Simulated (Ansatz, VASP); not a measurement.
One calculation of TiS2, two programs

```
Ti S
1.0
     3.51292    0.00000    0.00000
    -1.75646    3.04228    0.00000
     0.00000    0.00000    5.65264
Ti S
1 2
Direct
  0.00000 0.00000 0.00000
  0.33333 0.66667 0.24127
  0.66667 0.33333 0.75873
```

Change from the starting cell: epitaxial_xy strain +3.0%.

Alike in both runs: task single point; functional HSE06; k mesh 6 × 6 × 4; occupations fermi-dirac, width 0.02 eV; no spin polarisation.

```csv
,VASP,Ansatz
version,VASP 6.6.1,Ansatz 0.2.0
potentials or method,"VASP PAW PBE potentials, release 64 (Ti_sv, S)","plane waves, PAW"
plane-wave cutoff (eV),400,420
valence electrons in the cell,24,24
```

|  | VASP | Ansatz | Ansatz less VASP |
| --- | --- | --- | --- |
| gap on the k mesh at the Fermi level (eV) | 0.79 | 0.80 | +0.008 |
| pressure (GPa) | -3.6 | -3.3 | +0.34 |
| traceless stress, the component that is largest in VASP (GPa) | 3.77 | 3.72 | -0.059 |
| rms of the force components (eV/Å) | 0.102 | 0.105 | +0.0027 |

Atom by atom the forces differ by 0.003 eV/Å (rms over components). Ansatz's warnings: stress exchange threshold loose, stress scf threshold loose.
